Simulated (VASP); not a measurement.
# CuI (P6_3/mmc) in VASP: a series of runs

CuI is run at these levels: LDA, PBEsol, PBE; tasks: single point.

All numbers are computed with VASP 6.6.1; they aren't measurements. Logs are shortened: lines on timing, memory, paths and dates and some standing lists are left out, and cuts for length are marked.

### Step 1. The cell of the first run

The structure is hexagonal, space group P6_3/mmc (No. 194). Conventional cell: a = 4.301 Å, b = 4.301 Å, c = 6.539 Å, α = 90.00°, β = 90.00°, γ = 120.00°. Cu (site symmetry -6m2) has 5 I at 2.48 to 3.27 Å within 3.3 Å. Within 3.3 Å of I (site symmetry -6m2) lie 5 Cu at 2.48 to 3.27 Å.

### Step 2. Single point, LDA

INCAR

```
SYSTEM = CuI
PREC = Accurate
ENCUT = 520
EDIFF = 1E-6
ISMEAR = -1
SIGMA = 0.02
LREAL = .False.
LASPH = .True.
NELM = 80
ALGO = Normal
ISIF = 2
LWAVE = .False.
LCHARG = .False.
NBANDS = 26
```

KPOINTS

```
regular mesh
0
Gamma
  6 6 4
  0 0 0
```

POSCAR

```
CuI
1.0
    4.3008483822      0.0000000000      0.0000000000
   -2.1504241911      3.7246439568      0.0000000000
    0.0000000000      0.0000000000      6.5387393365
Cu I
2 2
Direct
    0.3333333333      0.6666666667      0.2500000000
    0.6666666667      0.3333333333      0.7500000000
    0.6666666667      0.3333333333      0.2500000000
    0.3333333333      0.6666666667      0.7500000000
```

Potentials or basis: VASP PAW LDA potentials, release 64 (Cu, I).

Launch:

```
> cat potpaw_LDA.64/Cu/POTCAR potpaw_LDA.64/I/POTCAR > POTCAR
> mpirun -np 1 vasp_std > vasp.out
```

OUTCAR:

```text
SYSTEM = CuI
   PREC = Accurate
   ENCUT = 520
   EDIFF = 1E-6
   ISMEAR = -1
   LREAL = .False.
   LASPH = .True.
   NELM = 80
   ISIF = 2

 ion  position               nearest neighbor table
   1  0.333  0.667  0.250-   3 2.48   3 2.48   3 2.48
   2  0.667  0.333  0.750-   4 2.48   4 2.48   4 2.48
   3  0.667  0.333  0.250-   1 2.48   1 2.48   1 2.48
   4  0.333  0.667  0.750-   2 2.48   2 2.48   2 2.48

  LATTYP: Found a hexagonal cell.
 ALAT       =     4.3008483822
 C/A-ratio  =     1.5203370952

  Lattice vectors:

 A1 = (   4.3008483822,   0.0000000000,   0.0000000000)
 A2 = (  -2.1504241911,   3.7246439568,   0.0000000000)
 A3 = (   0.0000000000,   0.0000000000,   6.5387393365)

Analysis of symmetry for initial positions (statically):
=====================================================================
 Subroutine PRICEL returns:
 Original cell was already a primitive cell.

 Routine SETGRP: Setting up the symmetry group for a
 hexagonal supercell.

 Subroutine GETGRP returns: Found 24 space group operations
 (whereof 12 operations were pure point group operations)
 out of a pool of 24 trial point group operations.

The static configuration has the point symmetry D_3d.
 The point group associated with its full space group is D_6h.

Analysis of symmetry for dynamics (positions and initial velocities):
=====================================================================
 Subroutine PRICEL returns:
 Original cell was already a primitive cell.

 Routine SETGRP: Setting up the symmetry group for a
 hexagonal supercell.

 Subroutine GETGRP returns: Found 24 space group operations
 (whereof 12 operations were pure point group operations)
 out of a pool of 24 trial point group operations.

The dynamic configuration has the point symmetry D_3d.
 The point group associated with its full space group is D_6h.

 Subroutine INISYM returns: Found 24 space group operations
 (whereof 12 operations are pure point group operations),
 and found     1 'primitive' translations

----------------------------------------------------------------------------------------

                                     Primitive cell

  volume of cell :     104.7449
[... 83 lines left out ...]
   ISPIN  =      1    spin polarized calculation?
   LNONCOLLINEAR =      F non collinear calculations
   LSORBIT =      F    spin-orbit coupling
   LASPH  =      T    aspherical Exc in radial PAW
   ENCUT  =  520.0 eV  38.22 Ry    6.18 a.u.   8.00  8.00 12.16*2*pi/ulx,y,z
   NELM   =     80;   NELMIN=  2; NELMDL= -5     # of ELM steps
   EDIFF  = 0.1E-05   stopping-criterion for ELM
   LREAL  =      F    real-space projection
   EDIFFG = 0.1E-04   stopping-criterion for IOM
   NSW    =      0    number of steps for IOM
   IBRION =     -1    ionic relax: 0-MD 1-quasi-New 2-CG
   NFREE  =      0    steps in history (QN), initial steepest desc. (CG)
   ISIF   =      2    stress and relaxation
   ISYM   =      2    0-nonsym 1-usesym 2-fastsym
   POTIM  = 0.5000    time-step for ionic-motion
   TEBEG  =    0.0;   TEEND  =   0.0 temperature during run
   PSTRESS=    0.0 pullay stress
   NELECT =      36.0000    total number of electrons
   NUPDOWN=      -1.0000    fix difference up-down
   EMIN   =  10.00;   EMAX   =-10.00  energy-range for DOS
   EFERMI =   0.00;   METHOD = LEGACY
   ISMEAR =    -1;   SIGMA  =   0.02  broadening in eV -4-tet -1-fermi 0-gaus
   EFERMI_NEDOS =   21; number of points for ismear=-14 and -15
   IALGO  =     38    algorithm
   IMIX   =      4    mixing-type and parameters
     AMIX     =   0.40;   BMIX     =  1.00
     AMIX_MAG =   1.60;   BMIX_MAG =  1.00
  volume/ion in A,a.u.               =      26.19       176.71
  Fermi-wavevector in a.u.,A,eV,Ry     =   1.146739  2.167023 17.891811  1.315011
  Thomas-Fermi vector in A             =   2.283422
   LORBIT       =      0    0 simple, 1 ext, 2 COOP (PROOUT), +10 PAW based schemes
   GGA     = CA    functional components
   LHFCALC =     F    Hartree Fock is set to
   AEXX    =    0.0000 exact exchange contribution
   IVDW    =     0    specifies the selected vdW correction
   LEPSILON=     F    determine dielectric tensor
   LRPA    =     F    only Hartree local field effects (RPA)
 non-spin polarized calculation
  energy-cutoff  :      520.00
  volume of cell :      104.74
 maximum number of plane-waves:      2838
 NGX is ok and might be reduce to    32
   NGX = 15   NGY = 15   NGZ = 25

 number of electron      36.0000000 magnetization

 Free energy of the ion-electron system (eV)
  ---------------------------------------------------
  ext. energy  EPLUGINS =         0.00000000
  ---------------------------------------------------
  free energy    TOTEN  =       -13.49262060 eV

  energy without entropy =      -13.49262060  energy(sigma->0) =      -13.49262060

 E-fermi :   5.1814     XC(G=0):  -9.5790

 val. band max:        4.7831954421   @ k =   0.0000   0.0000   0.0000
 cond. band min:       5.7279582150   @ k =   0.0000   0.0000   0.0000
 fundamental gap:      0.9447627729
 Fermi energy:         5.1813667100

 k-point     1 :       0.0000    0.0000    0.0000
  band No.  band energies     occupation
      1      -9.4398      2.00000
      2      -8.7243      2.00000
      3      -0.3346      2.00000
      4       0.3302      2.00000
      5       0.3302      2.00000
      6       0.5633      2.00000
[... 598 lines left out ...]
     25      12.0384      0.00000
     26      12.0384      0.00000

------------------------ aborting loop because EDIFF is reached ----------------------------------------

  FORCE on cell =-STRESS in cart. coord.  units (eV):
  Direction    XX          YY          ZZ          XY          YZ          ZX
  --------------------------------------------------------------------------------------
  -------------------------------------------------------------------------------------
  Total        0.2270857      0.2270857      0.1461070      0.0000000     -0.0000000      0.0000000
  in kB        3.4735004      3.4735004      2.2348512      0.0000000     -0.0000000      0.0000000
  external PRESSURE =       3.0606173 kB  Pullay stress =       0.0000000 kB

 VOLUME and BASIS-vectors are now :
 -----------------------------------------------------------------------------
  energy-cutoff  :      520.00
  volume of cell :      104.74
      direct lattice vectors                 reciprocal lattice vectors
     4.300848382  0.000000000  0.000000000     0.232512265  0.134241019  0.000000000
    -2.150424191  3.724643957  0.000000000     0.000000000  0.268482038  0.000000000
     0.000000000  0.000000000  6.538739336     0.000000000  0.000000000  0.152934679

 POSITION                                       TOTAL-FORCE (eV/Angst)
 -----------------------------------------------------------------------------------
     -0.00000      2.48310      1.63468        -0.000000      0.000000      0.000000
      2.15042      1.24155      4.90405         0.000000     -0.000000      0.000000
      2.15042      1.24155      1.63468         0.000000      0.000000      0.000000
     -0.00000      2.48310      4.90405        -0.000000      0.000000      0.000000
 -----------------------------------------------------------------------------------
    total drift:                                0.000000     -0.000000      0.000000

  FREE ENERGIE OF THE ION-ELECTRON SYSTEM (eV)
  ---------------------------------------------------
  free  energy   TOTEN  =       -13.4926206034 eV

  energy  without entropy=      -13.4926206034  energy(sigma->0) =      -13.49262060
```

OSZICAR:

```text
N       E                     dE             d eps       ncg     rms          rms(c)
DAV:   1     0.279565709125E+03    0.27957E+03   -0.15113E+04  1092   0.155E+03
DAV:   2     0.154349488783E+02   -0.26413E+03   -0.25151E+03  1100   0.315E+02
DAV:   3    -0.126356600931E+02   -0.28071E+02   -0.27408E+02  1470   0.125E+02
DAV:   4    -0.140470149262E+02   -0.14114E+01   -0.14074E+01  1492   0.249E+01
DAV:   5    -0.141128331062E+02   -0.65818E-01   -0.65804E-01  1732   0.506E+00    0.863E+00
DAV:   6    -0.138717120674E+02    0.24112E+00   -0.91182E+00  1322   0.672E+01    0.537E+00
DAV:   7    -0.135001117541E+02    0.37160E+00   -0.22151E+00  1276   0.415E+01    0.279E+00
DAV:   8    -0.135058581810E+02   -0.57464E-02   -0.18082E-01  1690   0.498E+00    0.972E-01
DAV:   9    -0.134926473003E+02    0.13211E-01   -0.47910E-02  1456   0.547E+00    0.429E-01
DAV:  10    -0.134928900396E+02   -0.24274E-03   -0.32506E-03  1206   0.302E-01    0.259E-01
DAV:  11    -0.134925984986E+02    0.29154E-03   -0.17083E-03  1506   0.108E+00    0.400E-02
DAV:  12    -0.134926199776E+02   -0.21479E-04   -0.24404E-04  1576   0.115E-01    0.554E-02
DAV:  13    -0.134926206034E+02   -0.62582E-06   -0.33980E-06  1078   0.269E-02
   1 F= -.13492621E+02 E0= -.13492621E+02  d E =-.280570E-10
```

Wall time 32 s (1 thread of Intel Xeon Platinum 8488C (Sapphire Rapids), shared host); peak memory 0.2 GiB.

What came out:

| Property | Result |
| --- | --- |
| Free energy | -13.4926 eV |
| Pressure | 0.3 GPa |
| Band gap on the k mesh | 0.94 eV, direct |

Caveat: spin-orbit coupling is left out, which moves the levels of the heavy elements.

(Continued in part 2 of 2.)
